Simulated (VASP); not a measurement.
Input of a VASP 6.6.1 run:

INCAR

```
SYSTEM = In
  ALGO = Normal
  EDIFF = 1E-6
  ENCUT = 520
  GGA = PE
  ISIF = 2
  ISMEAR = -1
  LASPH = .True.
  LCHARG = .False.
  LREAL = .False.
  LWAVE = .False.
  NBANDS = 12
  NELM = 60
  PREC = Accurate
  SIGMA = 0.05
```

File KPOINTS:

```
k-points
0
Gamma
  12 12 12
  0 0 0
```

Contents of POSCAR:

```
In
1.0
    2.8430408464      0.0000000000      0.0000000000
    0.0000000000      2.8430408464      0.0000000000
    0.0000000000      0.0000000000      2.8430408464
In
1
Direct
    0.0000000000      0.0000000000      0.0000000000
```

Potentials or basis: VASP PAW PBE potentials, release 64 (In_d).

Run with:

```console
$ cat potpaw_PBE.64/In_d/POTCAR > POTCAR
$ mpirun -np 1 vasp_std > vasp.out
```

(1) Estimate the pressure.

Answers

(1) 15.2 GPa.
